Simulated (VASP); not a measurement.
Here is a VASP 6.6.1 calculation.

File INCAR:

```
  PREC = Accurate
  ENCUT = 600
  EDIFF = 1E-6
  ISMEAR = 0
  SIGMA = 0.02
  LREAL = False
  LASPH = True
  NELM = 80
  ALGO = Normal
  ISIF = 3
  LWAVE = False
  LCHARG = False
  GGA = CA
  IBRION = 2
  NSW = 80
  EDIFFG = -0.002
```

Contents of KPOINTS:

```
Automatic mesh
0
Gamma
  6 6 10
```

The input POSCAR:

```
MgH2
1.0
    4.5000000000      0.0000000000      0.0000000000
    0.0000000000      4.5000000000      0.0000000000
    0.0000000000      0.0000000000      3.0000000000
Mg H
2 4
Direct
    0.0000000000      0.0000000000      0.0000000000
    0.5000000000      0.5000000000      0.5000000000
    0.3050000000      0.3050000000      0.0000000000
    0.6950000000      0.6950000000      0.0000000000
    0.1950000000      0.8050000000      0.5000000000
    0.8050000000      0.1950000000      0.5000000000
```

Potentials or basis: VASP PAW LDA potentials, release 64 (Mg, H).

The run is started by

```bash
$ cat potpaw_LDA.64/Mg/POTCAR potpaw_LDA.64/H/POTCAR > POTCAR
$ mpirun -np 1 vasp_std > vasp.out
```

**Question.** Estimate the space group after relaxing (to 0.1 Å).

**Answer.** P4_2/mnm (No. 136).

**Question.** What does it give for the relaxed cell?

**Answer.** a = 4.415 Å, b = 4.415 Å, c = 2.970 Å, α = 90.00°, β = 90.00°, γ = 90.00°.

**Question.** What does it give for the relaxed volume?

**Answer.** 9.65 Å³/atom.

**Question.** What does it give for the band gap on the k mesh?

**Answer.** 3.51 eV (least direct gap 4.39 eV).

Final structure:
```yaml
crystal:
  lattice:
    - [4.41502, 0.00000, 0.00000]
    - [0.00000, 4.41502, 0.00000]
    - [0.00000, 0.00000, 2.96957]
  atoms:
    - { symbol: Mg, position: [0.00000, 0.00000, 0.00000] }
    - { symbol: Mg, position: [0.50000, 0.50000, 0.50000] }
    - { symbol: H, position: [0.30433, 0.30433, 0.00000] }
    - { symbol: H, position: [0.69567, 0.69567, 0.00000] }
    - { symbol: H, position: [0.19567, 0.80433, 0.50000] }
    - { symbol: H, position: [0.80433, 0.19567, 0.50000] }
```

A k mesh can miss the band edges.
